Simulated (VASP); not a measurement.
# AlGa2P3 (P1) in VASP: relaxation of cell and atoms with PBE

Aim: the relaxation of cell and atoms of AlGa2P3 with PBE.

Everything below comes from runs of VASP 6.6.1. Logs are shortened: lines on timing, memory, paths and dates and some standing lists are left out, and cuts for length are marked.

### Step 1. The cell of the first run

The typed cell holds 12 atoms: a = 3.850 Å, b = 7.844 Å, c = 8.716 Å, α = 103.05°, β = 101.33°, γ = 90.78°.

### Step 2. Relaxation of cell and atoms, PBE

INCAR

```
ALGO = Normal ; EDIFF = 1E-7
EDIFFG = -0.025 ; ENCUT = 600
GGA = PE ; IBRION = 2
ISIF = 3 ; ISMEAR = 0
LASPH = T ; LCHARG = F
LREAL = F ; LWAVE = F
NELM = 80 ; NSW = 80
PREC = Accurate ; SIGMA = 0.1
```

KPOINTS

```
k-points
0
Gamma
  4 2 4
```

POSCAR

```
AlGa2P3
1.0
    3.8497289002      0.0263520386     -0.0433968993
   -0.0527040773     -7.8441822211      0.0150950846
   -1.8196761491      1.9638722135     -8.2946302756
Al Ga P
2 4 6
Direct
    0.4734944996      0.7654631293      0.0056622405
    0.4697442581      0.2401695422     -0.0268765152
    0.1949175590      0.6334564047      0.3501756297
    0.1268723464      0.0908674590      0.3212050274
    0.8692293315      0.9615611362      0.6614409812
    0.8064050422      0.4270741501      0.6350014623
    0.1084183870      0.7786090364      0.1738024944
    0.1168133342      0.2687192718      0.1922588909
    0.3824165063      0.9261154822      0.8231756656
    0.4484477905      0.4441167073      0.8469427609
    0.7386582731      0.5983525091      0.5203686977
    0.7645826722      0.1154951716      0.4968426646
```

Potentials or basis: VASP PAW PBE potentials, release 64 (Al, Ga_d, P).

Run with:

```sh
$ cat potpaw_PBE.64/Al/POTCAR potpaw_PBE.64/Ga_d/POTCAR potpaw_PBE.64/P/POTCAR > POTCAR
$ mpirun -np 1 vasp_std > vasp.out
```

OUTCAR:

```text
EDIFF = 1E-7
   EDIFFG = -0.025
   ENCUT = 600
   GGA = PE
   IBRION = 2
   ISIF = 3
   ISMEAR = 0
   LASPH = T
   LREAL = F
   NELM = 80
   NSW = 80
   PREC = Accurate

 ion  position               nearest neighbor table
   1  0.473  0.765  0.006-   7 2.21   9 2.22  10 2.58   7 2.58
   2  0.470  0.240  0.973-  10 2.13   9 2.50   8 2.53   8 2.80
   3  0.195  0.633  0.350-   7 2.09  11 2.37  11 2.56   8 2.86
   4  0.127  0.091  0.321-   8 1.98  12 2.24   7 2.49  12 2.60
   5  0.869  0.962  0.661-  12 2.06   9 2.25   9 2.60  11 2.83
   6  0.806  0.427  0.635-  11 1.84  12 2.46  10 2.49  10 2.76
   7  0.108  0.779  0.174-   3 2.09   1 2.21   4 2.49   1 2.58
   8  0.117  0.269  0.192-   4 1.98   2 2.53   2 2.80   3 2.86
   9  0.382  0.926  0.823-   1 2.22   5 2.25   2 2.50   5 2.60
  10  0.448  0.444  0.847-   2 2.13   6 2.49   1 2.58   6 2.76
  11  0.739  0.598  0.520-   6 1.84   3 2.37   3 2.56   5 2.83
  12  0.765  0.115  0.497-   5 2.06   4 2.24   6 2.46   4 2.60

  LATTYP: Found a triclinic cell.
 ALAT       =     3.8500636782
 B/A-ratio  =     2.8743655326
 C/A-ratio  =     3.0502257950
 COS(alpha) =     0.0000380357
 COS(beta)  =     0.5007838075
 COS(gamma) =     0.7054347705

  Lattice vectors:

 A1 = (  -3.8497289002,  -0.0263520386,   0.0433968993)
 A2 = (  -7.7521618777,  -7.8968862983,   0.1018888832)
 A3 = (  -5.8270775740,   5.8276059304,   8.3663289896)

Analysis of symmetry for initial positions (statically):
=====================================================================
 Subroutine PRICEL returns:
 Original cell was already a primitive cell.

 Routine SETGRP: Setting up the symmetry group for a
 triclinic supercell.

 Subroutine GETGRP returns: Found  1 space group operations
 (whereof  1 operations were pure point group operations)
 out of a pool of  2 trial point group operations.

The static configuration has the point symmetry C_1 .

Analysis of symmetry for dynamics (positions and initial velocities):
=====================================================================
 Subroutine PRICEL returns:
 Original cell was already a primitive cell.

 Routine SETGRP: Setting up the symmetry group for a
 triclinic supercell.

 Subroutine GETGRP returns: Found  1 space group operations
 (whereof  1 operations were pure point group operations)
 out of a pool of  2 trial point group operations.

The dynamic configuration has the point symmetry C_1 .

 Subroutine INISYM returns: Found  1 space group operations
 (whereof  1 operations are pure point group operations),
 and found     1 'primitive' translations

----------------------------------------------------------------------------------------

                                     Primitive cell

  volume of cell :     250.9786

  direct lattice vectors                    reciprocal lattice vectors
     3.849728900  0.026352039 -0.043396899     0.259125463 -0.001851269 -0.057285263
    -0.052704077 -7.844182221  0.015095085     0.000531338 -0.127544922 -0.030314647
    -1.819676149  1.963872213 -8.294630276    -0.001354759 -0.000222428 -0.120315381

  length of vectors
     3.850063678  7.844373799  8.716014385     0.265388459  0.131099074  0.120323213

  position of ions in fractional coordinates (direct lattice)
     0.473494500  0.765463129  0.005662241
     0.469744258  0.240169542  0.973123485
     0.194917559  0.633456405  0.350175630
     0.126872346  0.090867459  0.321205027
     0.869229332  0.961561136  0.661440981
     0.806405042  0.427074150  0.635001462
     0.108418387  0.778609036  0.173802494
     0.116813334  0.268719272  0.192258891
     0.382416506  0.926115482  0.823175666
     0.448447790  0.444116707  0.846942761
     0.738658273  0.598352509  0.520368698
     0.764582672  0.115495172  0.496842665

  ion indices of the primitive-cell ions
   primitive index   ion index
                 1           1
                 2           2
                 3           3
                 4           4
                 5           5
                 6           6
                 7           7
                 8           8
                 9           9
                10          10
                11          11
                12          12

----------------------------------------------------------------------------------------

 KPOINTS: k-points

Automatic generation of k-mesh.
 Grid dimensions read from file:
 generate k-points for:    4    2    4

 Generating k-lattice:

  Cartesian coordinates                     Fractional coordinates (reciprocal lattice)
     0.064781366 -0.000462817 -0.014321316     0.250000000  0.000000000 -0.000000000
     0.000265669 -0.063772461 -0.015157324     0.000000000  0.500000000  0.000000000
    -0.000338690 -0.000055607 -0.030078845     0.000000000  0.000000000  0.250000000

  Length of vectors
     0.066347115  0.065549537  0.030080803

  Shift w.r.t. Gamma in fractional coordinates (k-lattice)
     0.000000000  0.000000000  0.000000000

 Subroutine IBZKPT returns following result:
 ===========================================

 Found     20 irreducible k-points:

 Following reciprocal coordinates:
            Coordinates               Weight
  0.000000  0.000000  0.000000      1.000000
  0.250000  0.000000 -0.000000      2.000000
  0.500000  0.000000 -0.000000      1.000000
  0.000000  0.500000  0.000000      1.000000
  0.250000  0.500000 -0.000000      2.000000
  0.500000  0.500000  0.000000      1.000000
[... 12 lines left out ...]
  0.250000  0.500000  0.500000      2.000000
  0.500000  0.500000  0.500000      1.000000
   k-points           NKPTS =     20   k-points in BZ     NKDIM =     20   number of bands    NBANDS=     52
   number of dos      NEDOS =    301   number of ions     NIONS =     12
   total plane-waves  NPLWV = 143360
   dimension x,y,z NGX =    32 NGY =   64 NGZ =   70
   dimension x,y,z NGXF=    64 NGYF=  128 NGZF=  140
   ions per type =               2   4   6
   NGX,Y,Z   is equivalent  to a cutoff of  13.82, 13.56, 13.35 a.u.
   NGXF,Y,Z  is equivalent  to a cutoff of  27.64, 27.13, 26.70 a.u.
 SYSTEM =  unknown system
   PREC   = accura    normal or accurate (medium, high low for compatibility)
   ISTART =      0    job   : 0-new  1-cont  2-samecut
   ICHARG =      2    charge: 1-file 2-atom 10-const
   ISPIN  =      1    spin polarized calculation?
   LNONCOLLINEAR =      F non collinear calculations
   LSORBIT =      F    spin-orbit coupling
   LASPH  =      T    aspherical Exc in radial PAW
   ENCUT  =  600.0 eV  44.10 Ry    6.64 a.u.   7.69 15.67 17.41*2*pi/ulx,y,z
   NELM   =     80;   NELMIN=  2; NELMDL= -5     # of ELM steps
   EDIFF  = 0.1E-06   stopping-criterion for ELM
   LREAL  =      F    real-space projection
   EDIFFG = -.3E-01   stopping-criterion for IOM
   NSW    =     80    number of steps for IOM
   IBRION =      2    ionic relax: 0-MD 1-quasi-New 2-CG
   NFREE  =      1    steps in history (QN), initial steepest desc. (CG)
   ISIF   =      3    stress and relaxation
   ISYM   =      2    0-nonsym 1-usesym 2-fastsym
   POTIM  = 0.5000    time-step for ionic-motion
   TEBEG  =    0.0;   TEEND  =   0.0 temperature during run
   PSTRESS=    0.0 pullay stress
   NELECT =      88.0000    total number of electrons
   NUPDOWN=      -1.0000    fix difference up-down
   EMIN   =  10.00;   EMAX   =-10.00  energy-range for DOS
   EFERMI =   0.00;   METHOD = LEGACY
   ISMEAR =     0;   SIGMA  =   0.10  broadening in eV -4-tet -1-fermi 0-gaus
   EFERMI_NEDOS =   21; number of points for ismear=-14 and -15
   IALGO  =     38    algorithm
   IMIX   =      4    mixing-type and parameters
     AMIX     =   0.40;   BMIX     =  1.00
     AMIX_MAG =   1.60;   BMIX_MAG =  1.00
  volume/ion in A,a.u.               =      20.91       141.14
  Fermi-wavevector in a.u.,A,eV,Ry     =   1.154401  2.181502 18.131701  1.332642
  Thomas-Fermi vector in A             =   2.291038
   LORBIT       =      0    0 simple, 1 ext, 2 COOP (PROOUT), +10 PAW based schemes
   GGA     = PE    functional components
   LHFCALC =     F    Hartree Fock is set to
   AEXX    =    0.0000 exact exchange contribution
   IVDW    =     0    specifies the selected vdW correction
   LEPSILON=     F    determine dielectric tensor
   LRPA    =     F    only Hartree local field effects (RPA)
 conjugate gradient relaxation of ions
 non-spin polarized calculation
 Gauss-broadening in eV      SIGMA  =   0.10
  energy-cutoff  :      600.00
  volume of cell :      250.98
 maximum number of plane-waves:      8396
 NGX is ok and might be reduce to    32
   NGX = 15   NGY = 31   NGZ = 35

--------------------------------------- Ionic step        1  -------------------------------------------

 number of electron      88.0000010 magnetization

 Free energy of the ion-electron system (eV)
  ---------------------------------------------------
  ext. energy  EPLUGINS =         0.00000000
  ---------------------------------------------------
  free energy    TOTEN  =       -49.56186066 eV

  energy without entropy =      -49.55651853  energy(sigma->0) =      -49.55918959

------------------------ aborting loop because EDIFF is reached ----------------------------------------

  FORCE on cell =-STRESS in cart. coord.  units (eV):
  Direction    XX          YY          ZZ          XY          YZ          ZX
  --------------------------------------------------------------------------------------
  -------------------------------------------------------------------------------------
  Total        0.9251606     27.4593379     11.9009486     -0.1640710    -22.1170539      2.2830555
  in kB        5.9059670    175.2927467     75.9723332     -1.0473832   -141.1890970     14.5743890
  external PRESSURE =      85.7236823 kB  Pullay stress =       0.0000000 kB
[... 119 lines left out ...]
  FREE ENERGIE OF THE ION-ELECTRON SYSTEM (eV)
  ---------------------------------------------------
  free  energy   TOTEN  =       -53.1166031243 eV

  energy  without entropy=      -53.1165854516  energy(sigma->0) =      -53.11659429

 E-fermi :   3.9080     XC(G=0):  -8.9628

 val. band max:        3.7181566194   @ k =   0.0000   0.0000   0.0000
 cond. band min:       4.0933408965   @ k =   0.0000   0.0000   0.0000
 fundamental gap:      0.3751842771
 Fermi energy:         3.9079620020

 k-point     1 :       0.0000    0.0000    0.0000
  band No.  band energies     occupation
      1     -11.4724      2.00000
      2     -11.4144      2.00000
      3     -11.3467      2.00000
      4     -11.3425      2.00000
      5     -11.3057      2.00000
      6     -11.3013      2.00000
[... 1089 lines left out ...]
     51       6.5731      0.00000
     52       6.8753      0.00000

[... ionic steps 4 to 21 ...]

--------------------------------------- Ionic step       22  -------------------------------------------

 number of electron      87.9999980 magnetization

------------------------ aborting loop because EDIFF is reached ----------------------------------------

  FORCE on cell =-STRESS in cart. coord.  units (eV):
  Direction    XX          YY          ZZ          XY          YZ          ZX
  --------------------------------------------------------------------------------------
  -------------------------------------------------------------------------------------
  Total       -0.0718332      0.1521682      0.0234949     -0.0129104      0.0825483      0.0302575
  in kB       -0.4590375      0.9724043      0.1501399     -0.0825016      0.5275103      0.1933551
  external PRESSURE =       0.2211689 kB  Pullay stress =       0.0000000 kB
[... 77 lines left out ...]
  energy  without entropy=      -57.0066714433  energy(sigma->0) =      -57.00667144

--------------------------------------- Ionic step       24  -------------------------------------------

 number of electron      87.9999980 magnetization

 Free energy of the ion-electron system (eV)
  ---------------------------------------------------
  ext. energy  EPLUGINS =         0.00000000
  ---------------------------------------------------
  free energy    TOTEN  =       -57.00691896 eV

  energy without entropy =      -57.00691896  energy(sigma->0) =      -57.00691896

 E-fermi :   4.8423     XC(G=0):  -9.4883

 val. band max:        4.3579827192   @ k =   0.0000   0.0000   0.0000
 cond. band min:       5.9715517607   @ k =   0.0000   0.0000   0.5000
 fundamental gap:      1.6135690415
 Fermi energy:         4.8422886254

 k-point     1 :       0.0000    0.0000    0.0000
  band No.  band energies     occupation
      1     -10.1122      2.00000
      2     -10.1021      2.00000
      3     -10.0693      2.00000
      4     -10.0568      2.00000
      5     -10.0378      2.00000
      6     -10.0228      2.00000
[... 1128 lines left out ...]
  FREE ENERGIE OF THE ION-ELECTRON SYSTEM (eV)
  ---------------------------------------------------
  free  energy   TOTEN  =       -57.0069189648 eV

  energy  without entropy=      -57.0069189648  energy(sigma->0) =      -57.00691896

 reached required accuracy - stopping structural energy minimisation
```

It took 1.7 h on 1 thread of Oxide Virtual Turin-like, shared host; peak memory 0.54 GiB.

What came out:

| Item | Value |
| --- | --- |
| Free energy | -57.0069 eV |
| Relaxed volume | 20.90 Å³/atom |
| Relaxed cell | a = 3.913 Å, b = 7.824 Å, c = 8.646 Å, α = 103.07°, β = 103.08°, γ = 90.01° |
| Space group after relaxing (to 0.1 Å) | I-4m2 (No. 119) |
| Energy gained by relaxing | 620.4 meV/atom |
| Ionic steps | 24 |
| Pressure after relaxing | 0.0 GPa |
| Largest force after relaxing | 0.020 eV/Å |
| Band gap on the k mesh | 1.61 eV (least direct gap 1.72 eV) |

Forces on the atoms (eV/Å):
```
Al  -0.003 -0.009 -0.006
Al   0.001 -0.002  0.011
Ga  -0.001  0.008  0.001
Ga   0.000 -0.010 -0.003
Ga  -0.009  0.003  0.018
Ga   0.001  0.000 -0.013
P    0.010  0.004 -0.002
P   -0.008  0.002  0.004
P    0.005 -0.007  0.008
P    0.000 -0.001 -0.017
P   -0.006  0.018 -0.008
P    0.010 -0.006  0.006
```

Step by step:
```tsv
step	energy change (eV)	largest force (eV/Å)	pressure (GPa)	volume (Å³)
1	0.0000	13.1764	8.57	250.98
2	-3.1852	3.5372	-1.89	291.09
3	-3.5547	3.3643	-2.45	286.98
4	-3.9222	3.1697	-2.93	283.09
5	-5.1144	2.2746	-2.97	267.12
6	-5.0541	2.3426	-1.94	262.82
7	-5.1299	2.2431	-2.71	265.78
8	-6.6762	1.4867	-1.21	256.19
9	-6.9127	1.2163	0.43	250.91
10	-7.2763	0.6576	0.12	250.67
11	-7.2931	0.7493	0.15	250.59
12	-7.3928	0.3666	-0.17	251.25
13	-7.3949	0.3447	-0.20	251.36
14	-7.4153	0.1658	0.08	250.44
15	-7.4179	0.1896	0.23	249.98
16	-7.4278	0.1558	-0.03	250.84
17	-7.4295	0.1558	-0.19	251.37
18	-7.4379	0.0994	-0.04	250.90
19	-7.4402	0.1147	0.09	250.49
20	-7.4441	0.0476	-0.02	250.85
21	-7.4442	0.0525	-0.04	250.90
22	-7.4448	0.0362	0.02	250.72
23	-7.4448	0.0358	0.01	250.76
24	-7.4451	0.0202	0.00	250.77
```

Final structure:
```cif
data_structure
_symmetry_space_group_name_H-M 'P 1'
_symmetry_Int_Tables_number 1
_cell_length_a 3.9128
_cell_length_b 7.8243
_cell_length_c 8.6457
_cell_angle_alpha 103.069
_cell_angle_beta 103.082
_cell_angle_gamma 90.005
_cell_volume 250.77
loop_
_atom_site_label
_atom_site_type_symbol
_atom_site_fract_x
_atom_site_fract_y
_atom_site_fract_z
_atom_site_occupancy
Al1 Al 0.49906 0.74895 0.99947 1
Al2 Al 0.50096 0.25036 0.00059 1
Ga1 Ga 0.16749 0.58406 0.33350 1
Ga2 Ga 0.16554 0.08277 0.33302 1
Ga3 Ga 0.83453 0.91732 0.66780 1
Ga4 Ga 0.83254 0.41649 0.66572 1
P1 P 0.08171 0.79110 0.16502 1
P2 P 0.08389 0.29188 0.16621 1
P3 P 0.41803 0.95877 0.83523 1
P4 P 0.41647 0.45782 0.83347 1
P5 P 0.75085 0.62596 0.50013 1
P6 P 0.74892 0.12452 0.49984 1
```

A k mesh can miss the band edges.
